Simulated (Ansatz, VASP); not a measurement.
# NaH in VASP and in Ansatz

```
Na H
1.0
     0.00000    2.39751    2.39751
     2.39751    0.00000    2.39751
     2.39751    2.39751    0.00000
Na H
1 1
Direct
  0.00000 0.00000 0.00000
  0.50000 0.50000 0.50000
```

Alike in both runs: task single point; functional PBEsol; k mesh 5 × 5 × 5; no spin polarisation.

|  | VASP | Ansatz |
| --- | --- | --- |
| version | VASP 6.6.1 | Ansatz 0.2.0 |
| potentials or method | VASP PAW PBE potentials, release 64 (Na_pv, H) | plane waves |
| plane-wave cutoff (eV) | 500 | 420 |
| occupations | gaussian, width 0.01 eV | fixed |
| valence electrons in the cell | 8 | 10 |

|  | VASP | Ansatz | Ansatz less VASP |
| --- | --- | --- | --- |
| gap on the k mesh at the Fermi level (eV) | 4.48 | 4.48 | +0.001 |
| pressure (GPa) | -0.1 | 0.0 | +0.06 |

VASP's potentials were made for PBE, not for PBEsol. VASP's potentials hold 8 valence electrons a cell and Ansatz's 10, so a difference there can come from the potentials and not from the codes.

The k mesh is coarse, so the values compare programs but aren't converged.
